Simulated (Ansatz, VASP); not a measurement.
## TiO2: VASP beside Ansatz

```
Ti O
1.0
    -3.79922    0.00000    0.00000
     0.00000   -3.79922    0.00000
     0.00000    0.00000    9.54690
Ti O
4 8
Direct
  0.00000 0.00000 0.63482
  0.50000 0.50000 0.12696
  0.50000 0.00000 0.38089
  0.00000 0.50000 0.88875
  0.00000 0.00000 0.84457
  0.50000 0.50000 0.33672
  0.50000 0.00000 0.59064
  0.00000 0.50000 0.08279
  0.50000 0.00000 0.17114
  0.00000 0.50000 0.67900
  0.00000 0.00000 0.42507
  0.50000 0.50000 0.93292
```

Alike in both runs: task single point; functional PBE; k mesh 7 × 7 × 3; occupations gaussian, width 0.05 eV; no spin polarisation.

```csv
,VASP,Ansatz
version,VASP 6.6.1,Ansatz 0.2.0
potentials or method,"VASP PAW PBE potentials, release 64 (Ti_sv, O), cutoff 520 eV","scalar-relativistic, plane waves, PAW"
valence electrons in the cell,96,96
```

Ansatz gave:

| Property | Result |
| --- | --- |
| gap on the k mesh at the Fermi level (eV) | 2.08 |
| least direct gap on the mesh (eV) | 2.18 |
| pressure (GPa) | 4.7 |
| traceless stress, the component that is largest in VASP (GPa) | -4.67 |
| rms of the force components (eV/Å) | 0.535 |

What did VASP give for the same quantities?

gap on the k mesh at the Fermi level (eV): 2.05; least direct gap on the mesh (eV): 2.16; pressure (GPa): 5.4; traceless stress, the component that is largest in VASP (GPa): -4.74; rms of the force components (eV/Å): 0.554.

Atom by atom the forces differ by 0.021 eV/Å (rms over components). With one functional, cell and mesh, what is left measures potentials, basis and numerics.
